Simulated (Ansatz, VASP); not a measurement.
**One calculation of SiC, two programs**

POSCAR

```
SiC
1.0
    3.0751950076      0.0000000000      0.0000000000
   -1.5375975038      2.6631969982      0.0000000000
    0.0000000000      0.0000000000      5.0481668526
Si C
2 2
Direct
    0.3333333333      0.6666666667      0.0046028828
    0.6666666667      0.3333333333      0.5046028828
    0.2970639238      0.6401156161      0.4200154590
    0.6666666667      0.3333333333      0.8803971172
```

INCAR.step1

```
ALGO = Normal
EDIFF = 1E-4
ENCUT = 520
GGA = PE
ISMEAR = 0
LASPH = True
LCHARG = False
LREAL = False
LWAVE = True
NBANDS = 16
NELM = 60
PREC = Accurate
SIGMA = 0.05
```

INCAR.step2

```
ALGO = Normal
EDIFF = 1E-7
ENCUT = 520
ISIF = 2
ISMEAR = 0
ISTART = 1
LASPH = True
LCHARG = False
LMIXTAU = True
LREAL = False
LWAVE = False
METAGGA = R2SCAN
NBANDS = 16
NELM = 60
PREC = Accurate
SIGMA = 0.05
```

Contents of KPOINTS:

```
k-points
0
Gamma
  12 12 6
```

Input for Ansatz:

```yaml
crystal:
  lattice:
    - [3.0751950076, 0.0, 0.0]
    - [-1.5375975038, 2.6631969982, 0.0]
    - [0.0, 0.0, 5.0481668526]
  atoms:
    - { symbol: Si, position: [0.3333333333, 0.6666666667, 0.0046028828] }
    - { symbol: Si, position: [0.6666666667, 0.3333333333, 0.5046028828] }
    - { symbol: C, position: [0.2970639238, 0.6401156161, 0.420015459] }
    - { symbol: C, position: [0.6666666667, 0.3333333333, 0.8803971172] }
basis:
  ecutwfc: 500
kpoints:
  mp_grid: { grid: [12, 12, 6] }
hamiltonian:
  xc: r2scan
scf:
  occupations: { method: gaussian, width: 0.05 }
output:
  forces: true
  stress: true
  eigenvalues: true
```

Alike in both runs: task single point; functional r2SCAN; k mesh 12 × 12 × 6; occupations gaussian, width 0.05 eV; no spin polarisation.

|  | VASP | Ansatz |
| --- | --- | --- |
| version | VASP 6.6.1 | Ansatz 0.2.0 |
| potentials or method | VASP PAW PBE potentials, release 64 (Si, C), cutoff 520 eV | scalar-relativistic, plane waves, PAW |
| valence electrons in the cell | 16 | 16 |

Ansatz gave:

```
gap on the k mesh at the Fermi level (eV)                     : 2.52
least direct gap on the mesh (eV)                             : 4.54
pressure (GPa)                                                : 3.6
traceless stress, the component that is largest in VASP (GPa) : 6.83
rms of the force components (eV/Å)                            : 1.788
```

Question: What did VASP give for the same quantities?

Answer: gap on the k mesh at the Fermi level (eV): 2.53; least direct gap on the mesh (eV): 4.55; pressure (GPa): 3.4; traceless stress, the component that is largest in VASP (GPa): 6.77; rms of the force components (eV/Å): 1.786.

VASP's potentials were made for PBE, not for r2SCAN. Atom by atom the forces differ by 0.005 eV/Å (rms over components).
